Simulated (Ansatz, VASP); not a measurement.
Two plane-wave programs on Rb

The input INCAR:

```
SYSTEM = Rb
PREC = Accurate
ENCUT = 520
EDIFF = 1E-6
ISMEAR = 1
SIGMA = 0.2
LREAL = .False.
LASPH = .True.
NELM = 100
ALGO = Normal
ISIF = 2
LWAVE = .False.
LCHARG = .False.
NBANDS = 10
```

File KPOINTS:

```
regular mesh
0
Gamma
  8 8 8
  0 0 0
```

The input POSCAR:

```
Rb
1.0
   -2.6859640533      2.6859640533      2.6859640533
    2.6859640533     -2.6859640533      2.6859640533
    2.6859640533      2.6859640533     -2.6859640533
Rb
1
Direct
    0.0000000000      0.0000000000      0.0000000000
```

Input for Ansatz:

```yaml
crystal:
  lattice:
    - [-2.6859640533, 2.6859640533, 2.6859640533]
    - [2.6859640533, -2.6859640533, 2.6859640533]
    - [2.6859640533, 2.6859640533, -2.6859640533]
  atoms:
    - { symbol: Rb, position: [0.0, 0.0, 0.0] }
hamiltonian:
  xc: lda
  pseudopotentials:
    kind: paw
    azcp:
      Rb: "pseudopotentials/Rb.paw.azcp"
basis:
  ecutwfc: 420
  fft_grid_basis: typed
kpoints:
  mp_grid: { grid: [8, 8, 8], shift: [0, 0, 0] }
magnetization:
  spin_polarized: false
scf:
  occupations: { method: methfessel_paxton, width: 0.2 }
  lower_state_search: "off"
output:
  stress: true
  write_density: true
  write_potential: true
  elf: true
  volumetric_format: npy
```

Alike in both runs: task single point; functional LDA; k mesh 8 × 8 × 8; occupations methfessel-paxton of order 1, width 0.2 eV; no spin polarisation.

|  | VASP | Ansatz |
| --- | --- | --- |
| version | VASP 6.6.1 | Ansatz 0.2.0 |
| potentials or method | VASP PAW LDA potentials, release 64 (Rb_sv), cutoff 520 eV | plane waves (420 eV) with PAW, scalar-relativistic |
| valence electrons in the cell | 9 | 9 |

```tsv
	VASP	Ansatz	Ansatz less VASP
pressure (GPa)	0.0	0.0	0.00
```

Ansatz warns that its potentials were made for another functional, while VASP's fit it. LDA's correlation is that of Perdew and Zunger in VASP and of Perdew and Wang (1992) in Ansatz.
